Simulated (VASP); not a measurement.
Runs of VASP 6.6.1 on BN. The structure is hexagonal, space group P6_3mc (No. 186). The conventional cell has a = 2.544 Å, b = 2.544 Å, c = 4.208 Å, α = 90.00°, β = 90.00°, γ = 120.00°. B (site symmetry 3m) has 4 N at 1.56 to 1.58 Å within 2.1 Å. Within 2.1 Å of N (site symmetry 3m) lie 4 B at 1.56 to 1.58 Å. 

```tsv
level	k mesh	gap on the mesh (eV)	pressure (GPa)	largest force (eV/Å)
r2SCAN	6 × 6 × 4	5.72	1.1	-
PBE0	6 × 6 × 4	7.29	-3.9	0.01
PBE	6 × 6 × 4	5.19	5.0	-
HSE06	6 × 6 × 4	(b)	-3.9	0.01
PBE	9 × 9 × 6	5.19	(a)	0.01
```

Alike in all rows: no spin polarisation; cell a = 2.544, b = 2.544, c = 4.208 Å, angles 90.0, 90.0, 120.0°, 4 atoms; smearing gaussian 0.01 eV.

Estimate the missing entries.

(a) 4.9; (b) 6.51.

Caveats: some runs use coarse meshes; the PAW data sets were made with another functional, which shifts forces and pressure a little (at least some runs); the cell stands under pressure (at least some runs).

A k mesh can miss the band edges.
